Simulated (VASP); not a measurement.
Write the native input for VASP 6.6.1 that does the following.

```
Task                   : single point
Functional             : LDA
Potentials or basis    : VASP PAW LDA potentials, release 64 (Mg)
Cutoff                 : 520 eV
k mesh                 : 18 × 18 × 16
Occupations            : gaussian, width 0.15 eV
Spin                   : no spin polarisation
Dipole correction      : no
Further INCAR settings : ALGO = Normal; EDIFF = 1e-07; NBANDS = 7
```

The structure of Mg lies in POSCAR:

```
Mg
1.0
    3.0502998005      0.0000000000      0.0686317455
   -1.5251499003      2.6416371164     -0.0343158728
    0.0685088453      0.0000000000      3.0448375700
Mg
1
Direct
    0.0000000000      0.0000000000      0.0000000000
```

This cell differs from its parent crystal: strain +0.0450 x Voigt [0, 0, 0, 0, 1, 0].

The input as run:

INCAR

```
SYSTEM = Mg
PREC     = Accurate       ! precision mode
ENCUT    = 520            ! plane-wave cutoff, eV
EDIFF    = 1E-7           ! SCF threshold, eV
ISMEAR   = 0              ! smearing method
SIGMA    = 0.15           ! smearing width, eV
LREAL    = .FALSE.        ! projectors in reciprocal space
LASPH    = .TRUE.         ! aspherical terms in the spheres
NELM     = 100            ! most SCF steps
ALGO     = Normal         ! electronic algorithm
ISIF     = 2              ! what is computed and relaxed
LWAVE    = .FALSE.        ! write WAVECAR
LCHARG   = .FALSE.        ! write CHGCAR
NBANDS   = 7              ! bands
```

KPOINTS

```
Automatic mesh
0
G
  18 18 16
  0 0 0
```

Potentials or basis: VASP PAW LDA potentials, release 64 (Mg).

Launch:

```sh
$ cat potpaw_LDA.64/Mg/POTCAR > POTCAR
$ mpirun -np 1 vasp_std > vasp.out
```

It gave:

```
Pressure               : -0.8 GPa
Band gap on the k mesh : zero (band 1 reaches 4.99 eV, above the bottom of band 2 at -0.19 eV)
```

Caveat: the cell differs from its parent crystal (strain +0.0450 x Voigt [0, 0, 0, 0, 1, 0]).

Wall time 81 s on 1 thread of Intel(R) Xeon(R) Platinum 8259CL CPU @ 2.50GHz (Skylake/Cascade Lake), with other jobs on the host, peak memory 0.34 GiB.
